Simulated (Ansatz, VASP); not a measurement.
**Two plane-wave programs on Ag**

```xyz
1
Lattice="0.0000 2.1320 1.9615 2.1320 0.0000 1.9615 2.1320 2.1320 0.0000" Properties=species:S:1:pos:R:3 pbc="T T T"
Ag    0.0000    0.0000    0.0000
```

Alike in both runs: task single point; functional PBE; k mesh 28 × 28 × 28; occupations gaussian, width 0.15 eV; no spin polarisation.

```csv
,VASP,Ansatz
version,VASP 6.6.1,Ansatz 0.2.0
potentials or method,"VASP PAW PBE potentials, release 64 (Ag), cutoff 520 eV","scalar-relativistic, plane waves, PAW"
valence electrons in the cell,11,19
```

Ansatz gave:

| Quantity | Value |
| --- | --- |
| gap on the k mesh at the Fermi level (eV) | none |
| pressure (GPa) | 0.2 |
| traceless stress, the component that is largest in VASP (GPa) | 1.08 |

Q: Estimate VASP's values.

A: gap on the k mesh at the Fermi level (eV): none; pressure (GPa): 0.1; traceless stress, the component that is largest in VASP (GPa): 1.07.

A gap of «none» marks a metal or a gap that the smearing closes. VASP's potentials hold 11 valence electrons a cell and Ansatz's 19, so a difference there can come from the potentials and not from the codes.
